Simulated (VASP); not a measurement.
# Cu12O in VASP: single point with PBE

Aim: the single point of Cu12O with PBE.

All numbers are computed with VASP 6.6.1; they aren't measurements. Logs are shortened: lines on timing, memory, paths and dates and some standing lists are left out, and cuts for length are marked.

### Step 1. The cell of the first run

The cell holds a slab with vacuum, 13 atoms: a = 5.132 Å, b = 5.132 Å, c = 19.028 Å, α = 90.00°, β = 90.00°, γ = 90.00°.

### Step 2. Single point, PBE

Contents of INCAR:

```
ALGO = Normal
DIPOL = 0.5 0.5 0.317
EDIFF = 1E-6
ENCUT = 610
GGA = PE
GGA_COMPAT = False
IDIPOL = 3
ISIF = 2
ISMEAR = 0
LASPH = True
LCHARG = False
LDIPOL = True
LREAL = False
LWAVE = False
NBANDS = 129
NELM = 120
NELMDL = -8
PREC = Accurate
SIGMA = 0.1
```

Contents of KPOINTS:

```
k-points
0
Gamma
  5 5 1
```

Contents of POSCAR:

```
Cu12O
1.0
    5.1319544654      0.0000000000      0.0000000000
    0.0000000000      5.1319544654      0.0000000000
    0.0000000000      0.0000000000     19.0279314150
Cu O
12 1
Direct
    0.2500000000      0.2500000000      0.2102172807
    0.2500000000      0.7500000000      0.2102172807
    0.7500000000      0.2500000000      0.2102172807
    0.7500000000      0.7500000000      0.2102172807
    0.0000000000      0.0000000000      0.3029241254
    0.0000000000      0.5000000000      0.3029241254
    0.5000000000      0.0000000000      0.3029241254
    0.5000000000      0.5000000000      0.3029241254
    0.2500000000      0.2500000000      0.3956253179
    0.2500000000      0.7500000000      0.3956253179
    0.7500000000      0.2500000000      0.3956253179
    0.7500000000      0.7500000000      0.3956253179
    0.3333333333      0.3333333333      0.4797837115
```

Potentials or basis: VASP PAW PBE potentials, release 64 (Cu_sv_GW, O).

Launch:

```sh
cat potpaw_PBE.64/Cu_sv_GW/POTCAR potpaw_PBE.64/O/POTCAR > POTCAR
mpirun -np 1 vasp_std > vasp.out
```

OUTCAR:

```text
EDIFF = 1E-6
   ENCUT = 610
   GGA = PE
   ISIF = 2
   ISMEAR = 0
   LASPH = True
   LREAL = False
   NELM = 120
   NELMDL = -8
   PREC = Accurate

 ion  position               nearest neighbor table
   1  0.250  0.250  0.210-   5 2.53   6 2.53   7 2.53   8 2.53   2 2.57   3 2.57   2 2.57   3 2.57

   2  0.250  0.750  0.210-   5 2.53   6 2.53   7 2.53   8 2.53   1 2.57   4 2.57   1 2.57   4 2.57

   3  0.750  0.250  0.210-   5 2.53   6 2.53   7 2.53   8 2.53   1 2.57   4 2.57   4 2.57   1 2.57

   4  0.750  0.750  0.210-   5 2.53   6 2.53   7 2.53   8 2.53   2 2.57   3 2.57   3 2.57   2 2.57

   5  0.000  0.000  0.303-   9 2.53  10 2.53  11 2.53  12 2.53   1 2.53   2 2.53   3 2.53   4 2.53
                             6 2.57   7 2.57   6 2.57   7 2.57
   6  0.000  0.500  0.303-   9 2.53  10 2.53  11 2.53  12 2.53   1 2.53   2 2.53   3 2.53   4 2.53
                             5 2.57   8 2.57   5 2.57   8 2.57
   7  0.500  0.000  0.303-   9 2.53  10 2.53  11 2.53  12 2.53   1 2.53   2 2.53   3 2.53   4 2.53
                             5 2.57   8 2.57   8 2.57   5 2.57
   8  0.500  0.500  0.303-   9 2.53  10 2.53  11 2.53  12 2.53   1 2.53   2 2.53   3 2.53   4 2.53
                             6 2.57   7 2.57   7 2.57   6 2.57
   9  0.250  0.250  0.396-  13 1.71   6 2.53   7 2.53   8 2.53   5 2.53  11 2.57  10 2.57  10 2.57
                            11 2.57
  10  0.250  0.750  0.396-   5 2.53   6 2.53   7 2.53   8 2.53   9 2.57  12 2.57   9 2.57  12 2.57

  11  0.750  0.250  0.396-   5 2.53   6 2.53   7 2.53   8 2.53   9 2.57  12 2.57  12 2.57   9 2.57

  12  0.750  0.750  0.396-   5 2.53   6 2.53   7 2.53   8 2.53  10 2.57  11 2.57  11 2.57  10 2.57

  13  0.333  0.333  0.480-   9 1.71

  LATTYP: Found a simple tetragonal cell.
 ALAT       =     5.1319544654
 C/A-ratio  =     3.7077358233

  Lattice vectors:

 A1 = (   5.1319544654,   0.0000000000,   0.0000000000)
 A2 = (   0.0000000000,   5.1319544654,   0.0000000000)
 A3 = (   0.0000000000,   0.0000000000,  19.0279314150)

Analysis of symmetry for initial positions (statically):
=====================================================================
 Subroutine PRICEL returns:
 Original cell was already a primitive cell.

 Routine SETGRP: Setting up the symmetry group for a
 simple tetragonal supercell.

 Subroutine GETGRP returns: Found  2 space group operations
 (whereof  2 operations were pure point group operations)
 out of a pool of 16 trial point group operations.

The static configuration has the point symmetry C_1h.

Analysis of symmetry for dynamics (positions and initial velocities):
=====================================================================
 Subroutine PRICEL returns:
 Original cell was already a primitive cell.

 Routine SETGRP: Setting up the symmetry group for a
 simple tetragonal supercell.

 Subroutine GETGRP returns: Found  2 space group operations
 (whereof  2 operations were pure point group operations)
 out of a pool of 16 trial point group operations.

The dynamic configuration has the point symmetry C_1h.

 Subroutine INISYM returns: Found  2 space group operations
 (whereof  2 operations are pure point group operations),
 and found     1 'primitive' translations

----------------------------------------------------------------------------------------

                                     Primitive cell

  volume of cell :     501.1378

  direct lattice vectors                    reciprocal lattice vectors
     5.131954465  0.000000000  0.000000000     0.194857536  0.000000000  0.000000000
     0.000000000  5.131954465  0.000000000     0.000000000  0.194857536  0.000000000
     0.000000000  0.000000000 19.027931415     0.000000000  0.000000000  0.052554320

  length of vectors
     5.131954465  5.131954465 19.027931415     0.194857536  0.194857536  0.052554320

  position of ions in fractional coordinates (direct lattice)
     0.250000000  0.250000000  0.210217281
     0.250000000  0.750000000  0.210217281
     0.750000000  0.250000000  0.210217281
     0.750000000  0.750000000  0.210217281
     0.000000000  0.000000000  0.302924125
     0.000000000  0.500000000  0.302924125
     0.500000000  0.000000000  0.302924125
     0.500000000  0.500000000  0.302924125
     0.250000000  0.250000000  0.395625318
     0.250000000  0.750000000  0.395625318
     0.750000000  0.250000000  0.395625318
     0.750000000  0.750000000  0.395625318
     0.333333333  0.333333333  0.479783711

  ion indices of the primitive-cell ions
   primitive index   ion index
                 1           1
                 2           2
                 3           3
                 4           4
                 5           5
                 6           6
                 7           7
                 8           8
                 9           9
                10          10
                11          11
                12          12
                13          13

----------------------------------------------------------------------------------------

 KPOINTS: k-points

Automatic generation of k-mesh.
 Grid dimensions read from file:
 generate k-points for:    5    5    1

 Generating k-lattice:

  Cartesian coordinates                     Fractional coordinates (reciprocal lattice)
     0.038971507  0.000000000  0.000000000     0.200000000  0.000000000  0.000000000
     0.000000000  0.038971507  0.000000000     0.000000000  0.200000000  0.000000000
     0.000000000  0.000000000  0.052554320     0.000000000  0.000000000  1.000000000

  Length of vectors
     0.038971507  0.038971507  0.052554320

  Shift w.r.t. Gamma in fractional coordinates (k-lattice)
     0.000000000  0.000000000  0.000000000

 Subroutine IBZKPT returns following result:
 ===========================================

 Found      9 irreducible k-points:

 Following reciprocal coordinates:
            Coordinates               Weight
  0.000000  0.000000  0.000000      1.000000
  0.200000  0.000000  0.000000      4.000000
  0.400000  0.000000  0.000000      4.000000
  0.200000  0.200000  0.000000      2.000000
 -0.200000  0.200000  0.000000      2.000000
  0.400000  0.200000  0.000000      4.000000
 -0.200000  0.400000  0.000000      4.000000
  0.400000  0.400000  0.000000      2.000000
 -0.400000  0.400000  0.000000      2.000000
   k-points           NKPTS =      9   k-points in BZ     NKDIM =      9   number of bands    NBANDS=    129
   number of dos      NEDOS =    301   number of ions     NIONS =     13
   total plane-waves  NPLWV = 282240
   dimension x,y,z NGX =    42 NGY =   42 NGZ =  160
   dimension x,y,z NGXF=    84 NGYF=   84 NGZF=  320
   ions per type =              12   1
   NGX,Y,Z   is equivalent  to a cutoff of  13.61, 13.61, 13.98 a.u.
   NGXF,Y,Z  is equivalent  to a cutoff of  27.21, 27.21, 27.96 a.u.
 SYSTEM =  unknown system
   PREC   = accura    normal or accurate (medium, high low for compatibility)
   ISTART =      0    job   : 0-new  1-cont  2-samecut
   ICHARG =      2    charge: 1-file 2-atom 10-const
   ISPIN  =      1    spin polarized calculation?
   LNONCOLLINEAR =      F non collinear calculations
   LSORBIT =      F    spin-orbit coupling
   LASPH  =      T    aspherical Exc in radial PAW
   ENCUT  =  610.0 eV  44.83 Ry    6.70 a.u.  10.33 10.33 38.32*2*pi/ulx,y,z
   NELM   =    120;   NELMIN=  2; NELMDL= -8     # of ELM steps
   EDIFF  = 0.1E-05   stopping-criterion for ELM
   LREAL  =      F    real-space projection
   EDIFFG = 0.1E-04   stopping-criterion for IOM
   NSW    =      0    number of steps for IOM
   IBRION =     -1    ionic relax: 0-MD 1-quasi-New 2-CG
   NFREE  =      0    steps in history (QN), initial steepest desc. (CG)
   ISIF   =      2    stress and relaxation
   ISYM   =      2    0-nonsym 1-usesym 2-fastsym
   POTIM  = 0.5000    time-step for ionic-motion
   TEBEG  =    0.0;   TEEND  =   0.0 temperature during run
   PSTRESS=    0.0 pullay stress
   NELECT =     234.0000    total number of electrons
   NUPDOWN=      -1.0000    fix difference up-down
   EMIN   =  10.00;   EMAX   =-10.00  energy-range for DOS
   EFERMI =   0.00;   METHOD = LEGACY
   ISMEAR =     0;   SIGMA  =   0.10  broadening in eV -4-tet -1-fermi 0-gaus
   EFERMI_NEDOS =   21; number of points for ismear=-14 and -15
   IALGO  =     38    algorithm
   IMIX   =      4    mixing-type and parameters
     AMIX     =   0.40;   BMIX     =  1.00
     AMIX_MAG =   1.60;   BMIX_MAG =  1.00
  volume/ion in A,a.u.               =      38.55       260.14
  Fermi-wavevector in a.u.,A,eV,Ry     =   1.270070  2.400085 21.947263  1.613078
  Thomas-Fermi vector in A             =   2.403077
   LORBIT       =      0    0 simple, 1 ext, 2 COOP (PROOUT), +10 PAW based schemes
   GGA     = PE    functional components
   LHFCALC =     F    Hartree Fock is set to
   AEXX    =    0.0000 exact exchange contribution
   IVDW    =     0    specifies the selected vdW correction
   LEPSILON=     F    determine dielectric tensor
   LRPA    =     F    only Hartree local field effects (RPA)
 non-spin polarized calculation
 Gauss-broadening in eV      SIGMA  =   0.10
  energy-cutoff  :      610.00
  volume of cell :      501.14
 maximum number of plane-waves:     17193
 NGX is ok and might be reduce to    42
   NGX = 21   NGY = 21   NGZ = 77

 dipolmoment           0.000000      0.000000     -0.298449 electrons x Angstroem

 number of electron     234.0000049 magnetization

 dipolmoment           0.000000      0.000000      0.291289 electrons x Angstroem

 Free energy of the ion-electron system (eV)
  ---------------------------------------------------
  ext. energy  EPLUGINS =         0.00000000
  ---------------------------------------------------
  free energy    TOTEN  =       -45.52395131 eV

  energy without entropy =      -45.47218396  energy(sigma->0) =      -45.49806764

 E-fermi :  -1.6300     XC(G=0):  -4.9489

 val. band max:       -1.6428478719   @ k =  -0.2000   0.2000   0.0000
 cond. band min:      -1.6124114218   @ k =   0.0000   0.0000   0.0000
 fundamental gap:      0.0304364502
 Fermi energy:        -1.6299681069

 k-point     1 :       0.0000    0.0000    0.0000
  band No.  band energies     occupation
      1    -114.5503      2.00000
      2    -114.2541      2.00000
      3    -114.2015      2.00000
      4    -114.1997      2.00000
      5    -114.1937      2.00000
      6    -113.7488      2.00000
[... 121 lines left out ...]
    128       2.8693      0.00000
    129       3.9345      0.00000

 k-point     2 :       0.2000    0.0000    0.0000
  band No.  band energies     occupation
      1    -114.5502      2.00000
      2    -114.2541      2.00000
      3    -114.2012      2.00000
      4    -114.1997      2.00000
      5    -114.1939      2.00000
      6    -113.7486      2.00000
[... 1045 lines left out ...]
    128       4.2163      0.00000
    129       4.2794      0.00000

------------------------ aborting loop because EDIFF is reached ----------------------------------------

 vacuum level on the upper side and lower side of the slab       (xc-potential included)         0.799        -1.153

  FORCE on cell =-STRESS in cart. coord.  units (eV):
  Direction    XX          YY          ZZ          XY          YZ          ZX
  --------------------------------------------------------------------------------------
  -------------------------------------------------------------------------------------
  Total       -7.9564844     -7.9564844     -2.7611974      0.3690671      1.0139979      1.0139966
  in kB      -25.4375120    -25.4375120     -8.8277672      1.1799369      3.2418318      3.2418276
  external PRESSURE =     -19.9009304 kB  Pullay stress =       0.0000000 kB

 VOLUME and BASIS-vectors are now :
 -----------------------------------------------------------------------------
  energy-cutoff  :      610.00
  volume of cell :      501.14
      direct lattice vectors                 reciprocal lattice vectors
     5.131954465  0.000000000  0.000000000     0.194857536  0.000000000  0.000000000
     0.000000000  5.131954465  0.000000000     0.000000000  0.194857536  0.000000000
     0.000000000  0.000000000 19.027931415     0.000000000  0.000000000  0.052554320

 POSITION                                       TOTAL-FORCE (eV/Angst)
 -----------------------------------------------------------------------------------
      1.28299      1.28299      4.00000         0.016643      0.016643      0.023951
      1.28299      3.84897      4.00000        -0.002668     -0.017537     -0.012378
      3.84897      1.28299      4.00000        -0.017537     -0.002668     -0.012378
      3.84897      3.84897      4.00000         0.002066      0.002066     -0.007601
      0.00000      0.00000      5.76402         0.035876      0.035876     -0.028835
      0.00000      2.56598      5.76402        -0.046817     -0.033213     -0.114920
      2.56598      0.00000      5.76402        -0.033213     -0.046817     -0.114920
      2.56598      2.56598      5.76402         0.046534      0.046534     -0.200826
      1.28299      1.28299      7.52793        -0.458121     -0.458121     -0.277107
      1.28299      3.84897      7.52793         0.033614     -0.228231      0.390559
      3.84897      1.28299      7.52793        -0.228231      0.033614      0.390559
      3.84897      3.84897      7.52793         0.018189      0.018189     -0.100648
      1.71065      1.71065      9.12929         0.633665      0.633665      0.064544
 -----------------------------------------------------------------------------------
    total drift:                               -0.000844     -0.000844     -0.011025

  FREE ENERGIE OF THE ION-ELECTRON SYSTEM (eV)
  ---------------------------------------------------
  free  energy   TOTEN  =       -45.5239513097 eV

  energy  without entropy=      -45.4721839635  energy(sigma->0) =      -45.49806764

 vacuum level on the upper side and lower side of the slab         4.765         2.766
```

Run time: 55 min. Hardware: 1 thread of Intel Xeon 6975P-C (Granite Rapids), shared host; peak memory 0.93 GiB.

What came out:

| Quantity | Value |
| --- | --- |
| Free energy | -45.5240 eV |
| Largest force | 0.898 eV/Å |
| Band gap on the k mesh | zero (bands 117 and 118 overlap by 0.60 eV) |

Forces on the atoms (eV/Å):
```
Cu   0.017  0.017  0.024
Cu  -0.003 -0.018 -0.012
Cu  -0.018 -0.003 -0.012
Cu   0.002  0.002 -0.008
Cu   0.036  0.036 -0.029
Cu  -0.047 -0.033 -0.115
Cu  -0.033 -0.047 -0.115
Cu   0.047  0.047 -0.201
Cu  -0.458 -0.458 -0.277
Cu   0.034 -0.228  0.391
Cu  -0.228  0.034  0.391
Cu   0.018  0.018 -0.101
O    0.634  0.634  0.065
```

The gap in the log of VASP goes by the Fermi energy; the results here count the filled bands.